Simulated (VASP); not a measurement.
# La (Fd-3m) in VASP: further runs

The runs below take La through density of states, with LDA.

All numbers are computed with VASP 6.6.1; they aren't measurements. Logs are shortened: lines on timing, memory, paths and dates and some standing lists are left out, and cuts for length are marked.

### Step 1. The cell of the first run

The structure is cubic, space group Fd-3m (No. 227). Conventional cell: a = 6.145 Å, b = 6.145 Å, c = 6.145 Å, α = 90.00°, β = 90.00°, γ = 90.00°. La (site symmetry -43m) has 4 La at 2.66 Å within 3.5 Å.

### Step 2. Density of states, LDA (volume scaled by 0.84)

The input, POSCAR:

```
La
1.0
    0.0000000000      3.0725285722      3.0725285722
    3.0725285722      0.0000000000      3.0725285722
    3.0725285722      3.0725285722      0.0000000000
La
2
Direct
   -0.1250000000     -0.1250000000     -0.1250000000
    0.1250000000      0.1250000000      0.1250000000
```

The input, INCAR.step1:

```
PREC = Accurate
ENCUT = 520
EDIFF = 1E-6
ISMEAR = -1
SIGMA = 0.05
LREAL = F
LASPH = T
NELM = 60
ALGO = Normal
ISIF = 2
LWAVE = F
LCHARG = T
LMAXMIX = 6
NBANDS = 18
```

The input, KPOINTS.step1:

```
Automatic mesh
0
Gamma
  11 11 11
```

The input, INCAR.step2:

```
PREC = Accurate
ENCUT = 520
EDIFF = 1E-6
ISMEAR = -5
SIGMA = 0.05
LREAL = F
LASPH = T
NELM = 60
ALGO = Normal
ISIF = 2
LWAVE = F
LCHARG = F
LMAXMIX = 6
LORBIT = 11
NBANDS = 18
NEDOS = 1001
ICHARG = 11
```

The input, KPOINTS.step2:

```
Automatic mesh
0
Gamma
  17 17 17
```

Potentials or basis: VASP PAW LDA potentials, release 64 (La).

Started as:

```console
cat potpaw_LDA.64/La/POTCAR > POTCAR
cp INCAR.step1 INCAR
cp KPOINTS.step1 KPOINTS
mpirun -np 1 vasp_std > vasp.out
cp INCAR.step2 INCAR
cp KPOINTS.step2 KPOINTS
mpirun -np 1 vasp_std > vasp.out
```

OUTCAR:

```text
PREC = Accurate
   ENCUT = 520
   EDIFF = 1E-6
   ISMEAR = -5
   LREAL = F
   LASPH = T
   NELM = 60
   ISIF = 2
   LORBIT = 11
   ICHARG = 11

 ion  position               nearest neighbor table
   1  0.875  0.875  0.875-   2 2.66   2 2.66   2 2.66   2 2.66
   2  0.125  0.125  0.125-   1 2.66   1 2.66   1 2.66   1 2.66

  LATTYP: Found a face centered cubic cell.
 ALAT       =     6.1450571444

  Lattice vectors:

 A1 = (   0.0000000000,   3.0725285722,   3.0725285722)
 A2 = (   3.0725285722,   0.0000000000,   3.0725285722)
 A3 = (   3.0725285722,   3.0725285722,   0.0000000000)

Analysis of symmetry for initial positions (statically):
=====================================================================
 Subroutine PRICEL returns:
 Original cell was already a primitive cell.

 Routine SETGRP: Setting up the symmetry group for a
 face centered cubic supercell.

 Subroutine GETGRP returns: Found 48 space group operations
 (whereof 12 operations were pure point group operations)
 out of a pool of 48 trial point group operations.

The static configuration has the point symmetry D_3d.
 The point group associated with its full space group is O_h .

Analysis of symmetry for dynamics (positions and initial velocities):
=====================================================================
 Subroutine PRICEL returns:
 Original cell was already a primitive cell.

 Routine SETGRP: Setting up the symmetry group for a
 face centered cubic supercell.

 Subroutine GETGRP returns: Found 48 space group operations
 (whereof 12 operations were pure point group operations)
 out of a pool of 48 trial point group operations.

The dynamic configuration has the point symmetry D_3d.
 The point group associated with its full space group is O_h .

 Subroutine INISYM returns: Found 48 space group operations
 (whereof 12 operations are pure point group operations),
 and found     1 'primitive' translations

----------------------------------------------------------------------------------------

                                     Primitive cell

  volume of cell :      58.0120

  direct lattice vectors                    reciprocal lattice vectors
     0.000000000  3.072528572  3.072528572    -0.162732417  0.162732417  0.162732417
     3.072528572  0.000000000  3.072528572     0.162732417 -0.162732417  0.162732417
     3.072528572  3.072528572  0.000000000     0.162732417  0.162732417 -0.162732417

  length of vectors
     4.345211578  4.345211578  4.345211578     0.281860814  0.281860814  0.281860814

  position of ions in fractional coordinates (direct lattice)
     0.875000000  0.875000000  0.875000000
[... 89 lines left out ...]
   TEBEG  =    0.0;   TEEND  =   0.0 temperature during run
   PSTRESS=    0.0 pullay stress
   NELECT =      22.0000    total number of electrons
   NUPDOWN=      -1.0000    fix difference up-down
   EMIN   =  10.00;   EMAX   =-10.00  energy-range for DOS
   EFERMI =   0.00;   METHOD = LEGACY
   ISMEAR =    -5;   SIGMA  =   0.05  broadening in eV -4-tet -1-fermi 0-gaus
   EFERMI_NEDOS =   21; number of points for ismear=-14 and -15
   IALGO  =     38    algorithm
   IMIX   =      4    mixing-type and parameters
     AMIX     =   0.40;   BMIX     =  1.00
     AMIX_MAG =   1.60;   BMIX_MAG =  1.00
  volume/ion in A,a.u.               =      29.01       195.74
  Fermi-wavevector in a.u.,A,eV,Ry     =   1.184977  2.239281 19.104888  1.404170
  Thomas-Fermi vector in A             =   2.321180
   LORBIT       =     11    0 simple, 1 ext, 2 COOP (PROOUT), +10 PAW based schemes
   GGA     = CA    functional components
   LHFCALC =     F    Hartree Fock is set to
   AEXX    =    0.0000 exact exchange contribution
   IVDW    =     0    specifies the selected vdW correction
   LEPSILON=     F    determine dielectric tensor
   LRPA    =     F    only Hartree local field effects (RPA)
 non-spin polarized calculation
 Fermi weights with tetrahedron method with Bloechl corrections
  energy-cutoff  :      520.00
  volume of cell :       58.01
 maximum number of plane-waves:      1588

 number of electron      22.0000003 magnetization

 Free energy of the ion-electron system (eV)
  ---------------------------------------------------
  ext. energy  EPLUGINS =         0.00000000
  ---------------------------------------------------
  free energy    TOTEN  =        -8.97397569 eV

  energy without entropy =       -8.97397569  energy(sigma->0) =       -8.97397569

 E-fermi :   9.6507     XC(G=0): -10.5096

 val. band max:        9.6679157830   @ k =   0.4118   0.3529   0.0588
 cond. band min:       9.6071278083   @ k =   0.4706   0.0000   0.0000
 fundamental gap:     -0.0607879747
 Fermi energy:         9.6506919753

 k-point     1 :       0.0000    0.0000    0.0000
  band No.  band energies     occupation
      1     -24.1255      2.00000
      2     -20.7892      2.00000
      3      -8.2974      2.00000
      4      -8.2974      2.00000
      5      -8.2974      2.00000
      6      -5.1320      2.00000
[... 481 lines left out ...]
      5      -8.2372      2.00000
      6      -5.0556      2.00000
[... 10 lines left out ...]
     17      11.5951      0.00000
     18      11.7617      0.00000

 [... further k-points ...]

------------------------ aborting loop because EDIFF is reached ----------------------------------------

  FORCE on cell =-STRESS in cart. coord.  units (eV):
  Direction    XX          YY          ZZ          XY          YZ          ZX
  --------------------------------------------------------------------------------------
  -------------------------------------------------------------------------------------
  Total        5.9447899      5.9447899      5.9447899      0.0000000      0.0000000     -0.0000000
  in kB      164.1834241    164.1834241    164.1834241      0.0000000      0.0000000     -0.0000000
  external PRESSURE =     164.1834241 kB  Pullay stress =       0.0000000 kB

 VOLUME and BASIS-vectors are now :
 -----------------------------------------------------------------------------
  energy-cutoff  :      520.00
  volume of cell :       58.01
      direct lattice vectors                 reciprocal lattice vectors
     0.000000000  3.072528572  3.072528572    -0.162732417  0.162732417  0.162732417
     3.072528572  0.000000000  3.072528572     0.162732417 -0.162732417  0.162732417
     3.072528572  3.072528572  0.000000000     0.162732417  0.162732417 -0.162732417

 POSITION                                       TOTAL-FORCE (eV/Angst)
 -----------------------------------------------------------------------------------
      5.37693      5.37693      5.37693         0.000000      0.000000      0.000000
      0.76813      0.76813      0.76813        -0.000000     -0.000000     -0.000000
 -----------------------------------------------------------------------------------
    total drift:                                0.000000      0.000000     -0.000000

  FREE ENERGIE OF THE ION-ELECTRON SYSTEM (eV)
  ---------------------------------------------------
  free  energy   TOTEN  =        -8.9739756867 eV

  energy  without entropy=       -8.9739756867  energy(sigma->0) =       -8.97397569

 total charge

# of ion       s       p       d       f       tot
--------------------------------------------------
    1        1.997   5.528   1.588   0.349   9.461
    2        1.997   5.528   1.588   0.349   9.461
--------------------------------------------------
tot          3.994  11.056   3.175   0.697  18.922
```

OUTCAR.step1:

```text
PREC = Accurate
   ENCUT = 520
   EDIFF = 1E-6
   ISMEAR = -1
   LREAL = F
[... 726 lines left out ...]
      5.37693      5.37693      5.37693        -0.000000     -0.000000      0.000000
      0.76813      0.76813      0.76813         0.000000      0.000000     -0.000000
 -----------------------------------------------------------------------------------
    total drift:                                0.000000      0.000000     -0.000000

  FREE ENERGIE OF THE ION-ELECTRON SYSTEM (eV)
  ---------------------------------------------------
  free  energy   TOTEN  =        -8.9776991841 eV

  energy  without entropy=       -8.9703362879  energy(sigma->0) =       -8.97401774
```

OSZICAR.step1:

```text
N       E                     dE             d eps       ncg     rms          rms(c)
DAV:   1     0.241935109615E+03    0.24194E+03   -0.80837E+03  2048   0.185E+03
DAV:   2     0.296054972925E+02   -0.21233E+03   -0.20838E+03  2856   0.321E+02
DAV:   3    -0.610055154615E+01   -0.35706E+02   -0.34980E+02  3402   0.146E+02
DAV:   4    -0.976925784431E+01   -0.36687E+01   -0.36306E+01  3918   0.440E+01
DAV:   5    -0.100372024934E+02   -0.26794E+00   -0.26736E+00  3320   0.121E+01    0.948E+00
DAV:   6    -0.918195838408E+01    0.85524E+00   -0.22234E+00  3928   0.134E+01    0.616E+00
DAV:   7    -0.899251566152E+01    0.18944E+00   -0.40415E-01  3976   0.404E+00    0.198E+00
DAV:   8    -0.897770659736E+01    0.14809E-01   -0.49244E-02  3952   0.190E+00    0.263E-01
DAV:   9    -0.897765933948E+01    0.47258E-04   -0.40122E-03  3896   0.372E-01    0.707E-02
DAV:  10    -0.897769474461E+01   -0.35405E-04   -0.47047E-04  3816   0.200E-01    0.438E-02
DAV:  11    -0.897769888723E+01   -0.41426E-05   -0.51341E-05  3888   0.544E-02    0.512E-03
DAV:  12    -0.897769918411E+01   -0.29689E-06   -0.60828E-06  3400   0.204E-02
   1 F= -.89776992E+01 E0= -.89740177E+01  d E =-.736290E-02
```

Wall time 2.3 min (1 thread of Intel Xeon Platinum 8124M at 3.00GHz (Skylake/Cascade Lake), shared host); peak memory 0.29 GiB.

What came out:

```yaml
Valence_electrons_inside_the_program's_atomic_spheres: La 9.46
```

Caveat: spin-orbit coupling is left out, which moves the levels of the heavy elements; tetrahedron occupations give inexact forces and stress in metals.

### Step 3. Density of states, LDA (volume scaled by 0.92)

The input, POSCAR:

```
La
1.0
    0.0000000000      3.1671267467      3.1671267467
    3.1671267467      0.0000000000      3.1671267467
    3.1671267467      3.1671267467      0.0000000000
La
2
Direct
   -0.1250000000     -0.1250000000     -0.1250000000
    0.1250000000      0.1250000000      0.1250000000
```

INCAR.step1, as its differences from that of step 2:

```diff
@@ -13,2 +13,3 @@
 LMAXMIX = 6
+GGA = CA
 NBANDS = 18
```

The input, KPOINTS.step1:

```
regular mesh
0
Gamma
  11 11 11
```

INCAR.step2, as its differences from that of step 2:

```diff
@@ -13,2 +13,3 @@
 LMAXMIX = 6
+GGA = CA
 LORBIT = 11
```

The input, KPOINTS.step2:

```
regular mesh
0
Gamma
  17 17 17
```

Potentials or basis: VASP PAW LDA potentials, release 64 (La).

Started as:

```console
cat potpaw_LDA.64/La/POTCAR > POTCAR
cp INCAR.step1 INCAR
cp KPOINTS.step1 KPOINTS
mpirun -np 1 vasp_std > vasp.out
cp INCAR.step2 INCAR
cp KPOINTS.step2 KPOINTS
mpirun -np 1 vasp_std > vasp.out
```

Run time: 3.6 min. Hardware: 1 thread of Intel Xeon Platinum 8124M at 3.00GHz (Skylake/Cascade Lake), shared host; peak memory 0.32 GiB.

Results (log left out):

| Item | Value |
| --- | --- |
| Valence electrons inside the program's atomic spheres | La 9.28 |

Levels at points of the mesh, in eV from the Fermi level:
```csv
k point,band 8,band 9,band 10,band 11,band 12,band 13,band 14,band 15
"(0.00, 0.00, 0.00)",-15.05,-2.26,-0.85,-0.85,1.01,1.01,1.01,1.79
```

Caveat: spin-orbit coupling is left out, which moves the levels of the heavy elements; tetrahedron occupations give inexact forces and stress in metals.

### Step 4. Density of states, LDA (volume scaled by 0.92)

POSCAR is that of step 3.

The input, INCAR.step1:

```
PREC = Accurate
ENCUT = 520
EDIFF = 1E-6
ISMEAR = -1
SIGMA = 0.05
LREAL = False
LASPH = True
NELM = 60
ALGO = Normal
ISIF = 2
LWAVE = False
LCHARG = True
LMAXMIX = 6
NBANDS = 18
```

The input, KPOINTS.step1:

```
Automatic mesh
0
Gamma
  11 11 11
```

The input, INCAR.step2:

```
PREC = Accurate
ENCUT = 520
EDIFF = 1E-6
ISMEAR = -5
SIGMA = 0.05
LREAL = False
LASPH = True
NELM = 60
ALGO = Normal
ISIF = 2
LWAVE = False
LCHARG = False
LMAXMIX = 6
LORBIT = 11
NEDOS = 1001
ICHARG = 11
```

The input, KPOINTS.step2:

```
Automatic mesh
0
Gamma
  17 17 17
```

Started as:

```console
cat potpaw_LDA.64/La/POTCAR > POTCAR
cp INCAR.step1 INCAR
cp KPOINTS.step1 KPOINTS
mpirun -np 1 vasp_std > vasp.out
cp INCAR.step2 INCAR
cp KPOINTS.step2 KPOINTS
mpirun -np 1 vasp_std > vasp.out
```

Run time: 3.4 min. Hardware: 1 thread of Intel Xeon Platinum 8124M at 3.00GHz (Skylake/Cascade Lake), shared host; peak memory 0.3 GiB.

Results (log left out):

| Quantity | Value |
| --- | --- |
| Valence electrons inside the program's atomic spheres | La 9.28 |

Levels at points of the mesh, in eV from the Fermi level:
| k point | band 9 | band 10 | band 11 | band 12 | band 13 | band 14 |
| --- | --- | --- | --- | --- | --- | --- |
| (0.00, 0.00, 0.00) | -2.26 | -0.85 | -0.85 | 1.01 | 1.01 | 1.01 |

Caveat: spin-orbit coupling is left out, which moves the levels of the heavy elements; tetrahedron occupations give inexact forces and stress in metals.
